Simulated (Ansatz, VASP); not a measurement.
**Bi in VASP and in Ansatz**

```xyz
2
Lattice="4.4028 0.0000 0.0000 -2.2014 3.8130 0.0000 0.0000 0.0000 12.0064" Properties=species:S:1:pos:R:3 pbc="T T T"
Bi    0.0000    2.5420    3.0016
Bi    2.2014    1.2710    9.0048
```

Change from the starting cell: strain -0.030 along x and y, +0.015 along z, atoms carried along.

Alike in both runs: task single point; functional PBEsol; k mesh 12 × 12 × 4; occupations gaussian, width 0.15 eV; no spin polarisation.

|  | VASP | Ansatz |
| --- | --- | --- |
| version | VASP 6.6.1 | Ansatz 0.2.0 |
| potentials or method | VASP PAW PBE potentials, release 64 (Bi_d), cutoff 520 eV | scalar-relativistic, plane waves, PAW |
| valence electrons in the cell | 30 | 30 |

|  | VASP | Ansatz | Ansatz less VASP |
| --- | --- | --- | --- |
| gap on the k mesh at the Fermi level (eV) | none | none | - |
| pressure (GPa) | -3.8 | -3.8 | +0.01 |
| traceless stress, the component that is largest in VASP (GPa) | 3.50 | 3.50 | +0.002 |

VASP's potentials were made for PBE, not for PBEsol. A gap of «none» marks a metal or a gap that the smearing closes.

Neither program's run includes spin-orbit coupling.
